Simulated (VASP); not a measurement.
## Ag: single point with PBE

Crystal: Ag.

```
Ag
1.0
     2.84711    0.00000    0.00000
    -1.42355    2.46567    0.00000
     0.00000    0.00000    9.25987
Ag
4
Cartesian
  0.0000 1.6438 2.3150
  1.4236 0.8219 6.9449
  0.0000 0.0000 0.0000
  0.0000 0.0000 4.6299
```

This isn't the form of Ag at room conditions, which is fcc.

- Program: VASP 6.6.1
- Task: single point
- Functional: PBE
- Potentials or basis: VASP PAW PBE potentials, release 64 (Ag)
- Cutoff: 520 eV
- k mesh: 18 × 18 × 4
- Occupations: gaussian, width 0.1 eV
- Spin: no spin polarisation

```
Pressure               : 10.9 GPa
Band gap on the k mesh : zero (bands 22 and 23 overlap by 6.68 eV)
```

Levels at points of the mesh, in eV from the Fermi level:
```
           k point  band 18  band 19  band 20  band 21  band 22  band 23  band 24  band 25  band 26  band 27
(0.00, 0.00, 0.00)    -3.77    -3.77    -3.52    -3.52    -3.09    -3.09    -0.53     3.90    11.56    11.60
(0.50, 0.00, 0.00)    -2.89    -2.88    -2.85    -0.33     0.62     1.04     1.58     4.55     4.62     7.68
(0.00, 0.00, 0.50)    -3.95    -3.27    -3.27    -3.27    -3.27    -2.63    -2.63     6.82     6.82    15.54
(0.50, 0.00, 0.50)    -3.02    -2.90    -2.90     0.16     0.16     1.41     1.41     4.96     4.96     6.70
```

Run time: 3.4 min on 1 thread of Intel(R) Xeon(R) Platinum 8259CL CPU @ 2.50GHz (Skylake/Cascade Lake), on a shared host, peak memory 0.3 GiB.

Caveat: the cell stands under pressure.
